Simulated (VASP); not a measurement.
# TlBr (Pm-3m) in VASP: further runs

The runs below take TlBr through relaxation of cell and atoms, with r2SCAN.

All numbers are computed with VASP 6.6.1; they aren't measurements. Logs are shortened: lines on timing, memory, paths and dates and some standing lists are left out, and cuts for length are marked.

## (1) The cell of the first run

The structure is cubic, space group Pm-3m (No. 221). The conventional cell has a = 3.996 Å, b = 3.996 Å, c = 3.996 Å, α = 90.00°, β = 90.00°, γ = 90.00°. Within 4.5 Å of Tl (site symmetry m-3m) lie 8 Br at 3.46 Å and 6 Tl at 4.00 Å. Br (site symmetry m-3m) has 8 Tl at 3.46 Å and 6 Br at 4.00 Å within 4.5 Å.

## (2) Relaxation of cell and atoms, r2SCAN, target pressure -2 GPa, at which the enthalpy is minimised

File POSCAR:

```
TlBr
1.0
    3.9964367115      0.0000000000      0.0000000000
    0.0000000000      3.9964367115      0.0000000000
    0.0000000000      0.0000000000      3.9964367115
Tl Br
1 1
Direct
    0.0000000000      0.0000000000      0.0000000000
    0.5000000000      0.5000000000      0.5000000000
```

File INCAR.step1:

```
SYSTEM = TlBr
  PREC = Accurate
  ENCUT = 550
  ISMEAR = 0
  SIGMA = 0.01
  LREAL = .False.
  LASPH = .True.
  NELM = 120
  GGA = PE
  ALGO = Normal
  EDIFF = 1E-5
  LWAVE = .True.
  LCHARG = .False.
  GGA_COMPAT = .False.
  IBRION = 2
  ISIF = 3
  EDIFFG = -0.005
  NELMIN = 4
  NSW = 100
```

File INCAR.step2:

```
SYSTEM = TlBr
  PREC = Accurate
  ENCUT = 550
  EDIFF = 1E-7
  ISMEAR = 0
  SIGMA = 0.01
  LREAL = .False.
  LASPH = .True.
  NELM = 120
  ALGO = Normal
  ISIF = 3
  LWAVE = .False.
  LCHARG = .False.
  METAGGA = R2SCAN
  LMIXTAU = .True.
  IBRION = 2
  NSW = 100
  EDIFFG = -0.002
  PSTRESS = -20.0
  ISTART = 1
  GGA_COMPAT = .False.
  NELMIN = 4
```

File KPOINTS:

```
Automatic mesh
0
Gamma
  6 6 6
  0 0 0
```

Potentials or basis: VASP PAW PBE potentials, release 64 (Tl_d, Br).

Launch:

```console
$ cat potpaw_PBE.64/Tl_d/POTCAR potpaw_PBE.64/Br/POTCAR > POTCAR
$ cp INCAR.step1 INCAR
$ mpirun -np 1 vasp_std > vasp.out
$ cp INCAR.step2 INCAR
$ mpirun -np 1 vasp_std > vasp.out
```

OUTCAR:

```text
SYSTEM = TlBr
   PREC = Accurate
   ENCUT = 550
   EDIFF = 1E-7
   ISMEAR = 0
   LREAL = .False.
   LASPH = .True.
   NELM = 120
   ISIF = 3
   METAGGA = R2SCAN
   IBRION = 2
   NSW = 100
   EDIFFG = -0.002
   PSTRESS = -20.0
   ISTART = 1
   NELMIN = 4

 ion  position               nearest neighbor table
   1  0.000  0.000  0.000-   2 3.46   2 3.46   2 3.46   2 3.46   2 3.46   2 3.46   2 3.46   2 3.46

   2  0.500  0.500  0.500-   1 3.46   1 3.46   1 3.46   1 3.46   1 3.46   1 3.46   1 3.46   1 3.46

  LATTYP: Found a simple cubic cell.
 ALAT       =     3.9964367115

  Lattice vectors:

 A1 = (   3.9964367115,   0.0000000000,   0.0000000000)
 A2 = (   0.0000000000,   3.9964367115,   0.0000000000)
 A3 = (   0.0000000000,   0.0000000000,   3.9964367115)

Analysis of symmetry for initial positions (statically):
=====================================================================
 Subroutine PRICEL returns:
 Original cell was already a primitive cell.

 Routine SETGRP: Setting up the symmetry group for a
 simple cubic supercell.

 Subroutine GETGRP returns: Found 48 space group operations
 (whereof 48 operations were pure point group operations)
 out of a pool of 48 trial point group operations.

The static configuration has the point symmetry O_h .

Analysis of symmetry for dynamics (positions and initial velocities):
=====================================================================
 Subroutine PRICEL returns:
 Original cell was already a primitive cell.

 Routine SETGRP: Setting up the symmetry group for a
 simple cubic supercell.

 Subroutine GETGRP returns: Found 48 space group operations
 (whereof 48 operations were pure point group operations)
 out of a pool of 48 trial point group operations.

The dynamic configuration has the point symmetry O_h .

 Subroutine INISYM returns: Found 48 space group operations
 (whereof 48 operations are pure point group operations),
 and found     1 'primitive' translations

----------------------------------------------------------------------------------------

                                     Primitive cell

  volume of cell :      63.8291

  direct lattice vectors                    reciprocal lattice vectors
     3.996436711  0.000000000  0.000000000     0.250222904  0.000000000  0.000000000
     0.000000000  3.996436711  0.000000000     0.000000000  0.250222904  0.000000000
     0.000000000  0.000000000  3.996436711     0.000000000  0.000000000  0.250222904

  length of vectors
     3.996436711  3.996436711  3.996436711     0.250222904  0.250222904  0.250222904
[... 70 lines left out ...]
   ISPIN  =      1    spin polarized calculation?
   LNONCOLLINEAR =      F non collinear calculations
   LSORBIT =      F    spin-orbit coupling
   LASPH  =      T    aspherical Exc in radial PAW
   ENCUT  =  550.0 eV  40.42 Ry    6.36 a.u.   7.64  7.64  7.64*2*pi/ulx,y,z
   NELM   =    120;   NELMIN=  4; NELMDL=  0     # of ELM steps
   EDIFF  = 0.1E-06   stopping-criterion for ELM
   LREAL  =      F    real-space projection
   EDIFFG = -.2E-02   stopping-criterion for IOM
   NSW    =    100    number of steps for IOM
   IBRION =      2    ionic relax: 0-MD 1-quasi-New 2-CG
   NFREE  =      1    steps in history (QN), initial steepest desc. (CG)
   ISIF   =      3    stress and relaxation
   ISYM   =      2    0-nonsym 1-usesym 2-fastsym
   POTIM  = 0.5000    time-step for ionic-motion
   TEBEG  =    0.0;   TEEND  =   0.0 temperature during run
   PSTRESS=  -20.0 pullay stress
   NELECT =      20.0000    total number of electrons
   NUPDOWN=      -1.0000    fix difference up-down
   EMIN   =  10.00;   EMAX   =-10.00  energy-range for DOS
   EFERMI =   0.00;   METHOD = LEGACY
   ISMEAR =     0;   SIGMA  =   0.01  broadening in eV -4-tet -1-fermi 0-gaus
   EFERMI_NEDOS =   21; number of points for ismear=-14 and -15
   IALGO  =     38    algorithm
   IMIX   =      4    mixing-type and parameters
     AMIX     =   0.40;   BMIX     =  1.00
     AMIX_MAG =   1.60;   BMIX_MAG =  1.00
  volume/ion in A,a.u.               =      31.91       215.37
  Fermi-wavevector in a.u.,A,eV,Ry     =   1.111933  2.101248 16.822170  1.236395
  Thomas-Fermi vector in A             =   2.248501
   LORBIT       =      0    0 simple, 1 ext, 2 COOP (PROOUT), +10 PAW based schemes
   METAGGA = R2SCAN    functional components
   LHFCALC =     F    Hartree Fock is set to
   AEXX    =    0.0000 exact exchange contribution
   IVDW    =     0    specifies the selected vdW correction
   LEPSILON=     F    determine dielectric tensor
   LRPA    =     F    only Hartree local field effects (RPA)
 conjugate gradient relaxation of ions
 non-spin polarized calculation
 Gauss-broadening in eV      SIGMA  =   0.01
  energy-cutoff  :      550.00
  volume of cell :       63.83
 maximum number of plane-waves:      1890
 NGX is ok and might be reduce to    32
   NGX = 15   NGY = 15   NGZ = 15

--------------------------------------- Ionic step        1  -------------------------------------------

 number of electron      20.0000001 magnetization

 Free energy of the ion-electron system (eV)
  ---------------------------------------------------
  ext. energy  EPLUGINS =         0.00000000
  ---------------------------------------------------
  free energy    TOTEN  =       -68.38117053 eV

  energy without entropy =      -68.38117053  energy(sigma->0) =      -68.38117053

------------------------ aborting loop because EDIFF is reached ----------------------------------------

  FORCE on cell =-STRESS in cart. coord.  units (eV):
  Direction    XX          YY          ZZ          XY          YZ          ZX
  --------------------------------------------------------------------------------------
  -------------------------------------------------------------------------------------
  Total       -0.0046162     -0.0046162     -0.0046162      0.0000000      0.0000000     -0.0000000
  in kB       -0.1158709     -0.1158709     -0.1158709      0.0000000      0.0000000     -0.0000000
  external PRESSURE =      19.8841291 kB  Pullay stress =     -20.0000000 kB
[... 139 lines left out ...]
--------------------------------------- Ionic step        5  -------------------------------------------

 number of electron      19.9999996 magnetization

 Free energy of the ion-electron system (eV)
  ---------------------------------------------------
  ext. energy  EPLUGINS =         0.00000000
  ---------------------------------------------------
  free energy    TOTEN  =       -68.33198738 eV

  energy without entropy =      -68.33198738  energy(sigma->0) =      -68.33198738

 E-fermi :   1.0174     XC(G=0):  -8.8582

 val. band max:        0.8923984856   @ k =   0.5000   0.0000   0.0000
 cond. band min:       3.4561355729   @ k =   0.5000   0.0000   0.0000
 fundamental gap:      2.5637370873
 Fermi energy:         1.0173601831

 k-point     1 :       0.0000    0.0000    0.0000
  band No.  band energies     occupation
      1     -12.6865      2.00000
      2      -9.3687      2.00000
      3      -9.3687      2.00000
      4      -9.2387      2.00000
      5      -9.2387      2.00000
      6      -9.2387      2.00000
      7      -3.4517      2.00000
      8       0.0249      2.00000
      9       0.0249      2.00000
     10       0.0249      2.00000
     11       8.2166      0.00000
     12       8.2166      0.00000
     13       8.2166      0.00000
     14       8.7176      0.00000
[... 354 lines left out ...]
  energy  without entropy=      -68.3319873782  energy(sigma->0) =      -68.33198738

  enthalpy is  TOTEN    =       -69.2164739231 eV   P V=       -0.8844865449

 reached required accuracy - stopping structural energy minimisation
```

Wall time 2.9 min (1 thread of Intel Xeon 6975P-C (Granite Rapids), shared host); peak memory 0.19 GiB.

What came out:

```
Free energy                                                : -68.3320 eV
Relaxed volume                                             : 35.43 Å³/atom
Relaxed cell                                               : a = 4.138 Å, b = 4.138 Å, c = 4.138 Å, α = 90.00°, β = 90.00°, γ = 90.00°
Space group after relaxing (to 0.1 Å)                      : Pm-3m (No. 221)
Energy change on relaxing (the run minimises the enthalpy) : +24.6 meV/atom
Ionic steps                                                : 5
Pressure after relaxing                                    : -2.0 GPa
Band gap on the k mesh                                     : 2.56 eV
```

The path:
| step | energy change (eV) | largest force (eV/Å) | pressure (GPa) | volume (Å³) |
| --- | --- | --- | --- | --- |
| 1 | 0.0000 | 0.0000 | -0.01 | 63.83 |
| 2 | 0.0155 | 0.0000 | -1.24 | 67.56 |
| 3 | 0.0657 | 0.0000 | -2.22 | 72.11 |
| 4 | 0.0510 | 0.0000 | -2.03 | 71.00 |
| 5 | 0.0492 | 0.0000 | -1.99 | 70.86 |

Final structure:
```xyz
2
Lattice="4.1380 0.0000 0.0000 0.0000 4.1380 0.0000 0.0000 0.0000 4.1380" Properties=species:S:1:pos:R:3 pbc="T T T"
Tl    0.0000    0.0000    0.0000
Br    2.0690    2.0690    2.0690
```

Levels at points of the mesh, in eV from the valence-band top:
| k point | band 8 | band 9 | band 10 | band 11 | band 12 | band 13 |
| --- | --- | --- | --- | --- | --- | --- |
| (0.00, 0.00, 0.00) | -0.87 | -0.87 | -0.87 | 7.32 | 7.32 | 7.32 |
| (0.50, 0.00, 0.00) | -0.49 | -0.49 | 0.00 | 2.56 | 6.23 | 6.23 |
| (0.50, 0.50, 0.00) | -2.21 | -2.21 | -0.40 | 5.14 | 5.14 | 7.52 |
| (0.50, 0.50, 0.50) | -1.43 | -1.43 | -1.43 | 2.94 | 2.94 | 2.94 |

Caveat: the cell is relaxed towards a set pressure, so the run minimises the enthalpy, not the energy; the PAW data sets were made with another functional, which shifts forces and pressure a little; spin-orbit coupling is left out, which moves the levels of the heavy elements. A k mesh can miss the band edges.

(Continued in part 2 of 2.)
